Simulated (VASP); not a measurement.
Write the native input for VASP 6.6.1 that does the following.

```yaml
Task: single point
Functional: PBE
Potentials_or_basis: VASP PAW PBE potentials, release 64 (Zn)
Cutoff: 520 eV
k_mesh: 41 × 41 × 41
Occupations: fermi-dirac, width 0.0612256 eV
Spin: no spin polarisation
Dipole_correction: no
Further_INCAR_settings: ALGO = Normal; EDIFF = 1e-07; NBANDS = 12
```

The structure of Zn lies in POSCAR:

```
Zn
1.0
    2.6486543067      0.0000000000      0.0000000000
    0.0000000000      2.6486543067      0.0000000000
    0.0000000000      0.0000000000      2.6486543067
Zn
1
Direct
    0.0000000000      0.0000000000      0.0000000000
```

These files were run (other wordings do the same):

INCAR

```
SYSTEM = Zn
  PREC = Accurate
  ENCUT = 520
  EDIFF = 1E-7
  ISMEAR = -1
  SIGMA = 0.06122561905347299
  LREAL = .FALSE.
  LASPH = .TRUE.
  NELM = 60
  ALGO = Normal
  ISIF = 2
  LWAVE = .FALSE.
  LCHARG = .FALSE.
  GGA = PE
  NBANDS = 12
```

KPOINTS

```
regular mesh
0
G
  41 41 41
  0 0 0
```

Potentials or basis: VASP PAW PBE potentials, release 64 (Zn).

The run is started by

```bash
$ cat potpaw_PBE.64/Zn/POTCAR > POTCAR
$ mpirun -np 1 vasp_std > vasp.out
```

Results of the run:

```json
{
  "Pressure": "-0.8 GPa",
  "Band gap on the k mesh": "zero (band 6 reaches 6.97 eV, above the bottom of band 7 at -0.83 eV)"
}
```

Wall time 94 s on 1 thread of Intel(R) Xeon(R) 6975P-C (Granite Rapids), on a shared host, peak memory 0.45 GiB.
